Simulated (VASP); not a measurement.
Crystal: Si4GePt.

```
CELL_PARAMETERS angstrom
0.00000 3.51557 3.51557
3.51557 0.00000 3.51557
3.51557 3.51557 0.00000
ATOMIC_POSITIONS crystal
Si 0.87302 0.37566 0.37566
Si 0.37566 0.37566 0.37566
Si 0.37566 0.87302 0.37566
Si 0.37566 0.37566 0.87302
Ge 0.00000 0.00000 0.00000
Pt 0.75000 0.75000 0.75000
```

| Item | Value |
| --- | --- |
| Program | VASP 6.6.1 |
| Task | relaxation of cell and atoms |
| Functional | PBE |
| Potentials or basis | VASP PAW PBE potentials, release 64 (Si, Ge_d, Pt) |
| Cutoff | 600 eV |
| k mesh | 4 × 4 × 4 |
| Occupations | gaussian, width 0.1 eV |
| Spin | no spin polarisation |

At the start: pressure 11.6 GPa; volume 14.48 Å³/atom.

Question: Where does the relaxation end?

Answer: Over 3 steps the energy falls by 50.6 meV/atom and the volume is 15.98 Å³/atom (+10.3 %); space group F-43m (No. 216, to 0.05 Å).

The path:
```
step  energy change (eV)  largest force (eV/Å)  pressure (GPa)  volume (Å³)
   1              0.0000                0.2843           11.64        86.90
   2             -0.2345                0.1162           -4.25       100.81
   3             -0.3037                0.0239            0.05        95.88
```

Final structure:
```yaml
crystal:
  lattice:
    - [0.00000, 3.63274, 3.63274]
    - [3.63274, 0.00000, 3.63274]
    - [3.63274, 3.63274, 0.00000]
  atoms:
    - { symbol: Si, position: [0.87530, 0.37490, 0.37490] }
    - { symbol: Si, position: [0.37490, 0.37490, 0.37490] }
    - { symbol: Si, position: [0.37490, 0.87530, 0.37490] }
    - { symbol: Si, position: [0.37490, 0.37490, 0.87530] }
    - { symbol: Ge, position: [0.00000, 0.00000, 0.00000] }
    - { symbol: Pt, position: [0.75000, 0.75000, 0.75000] }
```

Caveat: the k points lie up to 0.37 Å⁻¹ apart in the final cell.
